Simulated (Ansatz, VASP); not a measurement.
## Sc in VASP and in Ansatz

INCAR

```
ALGO = Normal
EDIFF = 1E-6
ENCUT = 520
GGA = RP
ISIF = 2
ISMEAR = -1
LASPH = True
LCHARG = True
LELF = True
LREAL = False
LVHAR = True
LWAVE = False
NBANDS = 18
NELM = 80
PREC = Accurate
SIGMA = 0.01
```

The input KPOINTS:

```
k-points
0
Gamma
  8 8 5
```

POSCAR

```
Sc
1.0
    3.2241161428      0.0000000000      0.0000000000
   -1.6120580714      2.7921878605      0.0000000000
    0.0000000000      0.0000000000      5.1380270946
Sc
2
Direct
    0.3333333333      0.6666666667      0.2500000000
    0.6666666667      0.3333333333      0.7500000000
```

Input for Ansatz:

```yaml
crystal:
  lattice:
    - [3.2241161428398715, 0.0, 0.0]
    - [-1.6120580714199357, 2.7921878605428283, 0.0]
    - [0.0, 0.0, 5.138027094601841]
  atoms:
    - { symbol: Sc, position: [0.3333333333333333, 0.6666666666666666, 0.25] }
    - { symbol: Sc, position: [0.6666666666666666, 0.3333333333333333, 0.75] }
basis:
  ecutwfc: 530.0
kpoints:
  mp_grid:
    grid: [8, 8, 5]
hamiltonian:
  xc: rpbe
scf:
  algorithm: density_mixing
  self_checks: high
  lower_state_search: "off"
  occupations:
    method: fermi_dirac
    width: 0.01
output:
  stress: true
```

Alike in both runs: task single point; functional RPBE; k mesh 8 × 8 × 5; occupations fermi-dirac, width 0.01 eV; no spin polarisation.

|  | VASP | Ansatz |
| --- | --- | --- |
| version | VASP 6.6.1 | Ansatz 0.2.0 |
| potentials or method | VASP PAW PBE potentials, release 64 (Sc_sv), cutoff 520 eV | plane waves, PAW |
| valence electrons in the cell | 22 | 22 |

Ansatz gave:

- gap on the k mesh at the Fermi level (eV): none
- pressure (GPa): 6.3
- traceless stress, the component that is largest in VASP (GPa): -0.81

Problem. What did VASP give for the same quantities?

Solution. gap on the k mesh at the Fermi level (eV): none; pressure (GPa): 6.3; traceless stress, the component that is largest in VASP (GPa): -0.80.

VASP's potentials were made for PBE, not for RPBE. A gap of «none» marks a metal or a gap that the smearing closes. Ansatz's warnings: near symmetry operations not taken.
